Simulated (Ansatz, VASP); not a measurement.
# One calculation of C, two programs

```
CELL_PARAMETERS angstrom
1.25306 0.72346 3.41706
-1.25306 0.72346 3.41706
0.00000 -1.44691 3.41706
ATOMIC_POSITIONS crystal
C 0.15717 0.15717 0.15717
C 0.84283 0.84283 0.84283
```

Change from the starting cell: mode 4 frozen in at -0.095 Å, equal normal strain along x, y and z +0.0167.

Alike in both runs: task single point; functional PBE; dispersion D3(BJ); k mesh 15 × 15 × 15; occupations gaussian, width 0.05 eV; no spin polarisation.

|  | VASP | Ansatz |
| --- | --- | --- |
| version | VASP 6.6.1 | Ansatz 0.2.0 |
| potentials or method | VASP PAW PBE potentials, release 64 (C), cutoff 520 eV | scalar-relativistic, plane waves, PAW |
| valence electrons in the cell | 8 | 8 |

Ansatz gave:

| Item | Value |
| --- | --- |
| gap on the k mesh at the Fermi level (eV) | 0.90 |
| least direct gap on the mesh (eV) | 0.93 |
| pressure (GPa) | -14.8 |
| traceless stress, the component that is largest in VASP (GPa) | 8.32 |
| rms of the force components (eV/Å) | 1.847 |

Task: What did VASP give for the same quantities?

Result: gap on the k mesh at the Fermi level (eV): 0.90; least direct gap on the mesh (eV): 0.93; pressure (GPa): -14.4; traceless stress, the component that is largest in VASP (GPa): 7.86; rms of the force components (eV/Å): 1.839.

Atom by atom the forces differ by 0.008 eV/Å (rms over components).
